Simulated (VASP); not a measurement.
Crystal: Zr.

```xyz
1
Lattice="0.0000 2.2635 2.2635 2.2635 0.0000 2.2635 2.2635 2.2635 0.0000" Properties=species:S:1:pos:R:3 pbc="T T T"
Zr    0.0000    0.0000    0.0000
```

| Property | Result |
| --- | --- |
| Program | VASP 6.6.1 |
| Task | relaxation of cell and atoms |
| Functional | PBEsol |
| Potentials or basis | VASP PAW PBE potentials, release 64 (Zr_sv) |
| Cutoff | 600 eV |
| k mesh | 16 × 16 × 16 |
| Occupations | gaussian, width 0.1 eV |
| Spin | no spin polarisation |

At the start: pressure -3.7 GPa; volume 23.20 Å³/atom.

**Question.** Where does the relaxation end?

**Answer.** Over 3 steps the energy falls by 11.4 meV/atom and the volume is 22.25 Å³/atom (-4.1 %); space group Fm-3m (No. 225, to 0.05 Å).

The path:
| step | energy change (eV) | largest force (eV/Å) | pressure (GPa) | volume (Å³) |
| --- | --- | --- | --- | --- |
| 1 | 0.0000 | 0.0000 | -3.73 | 23.20 |
| 2 | -0.0019 | 0.0000 | 3.83 | 21.43 |
| 3 | -0.0114 | 0.0000 | -0.02 | 22.25 |

Final structure:
```xyz
1
Lattice="0.0000 2.2324 2.2324 2.2324 0.0000 2.2324 2.2324 2.2324 0.0000" Properties=species:S:1:pos:R:3 pbc="T T T"
Zr    0.0000    0.0000    0.0000
```

Caveat: the PAW data sets were made with another functional, which shifts forces and pressure a little.
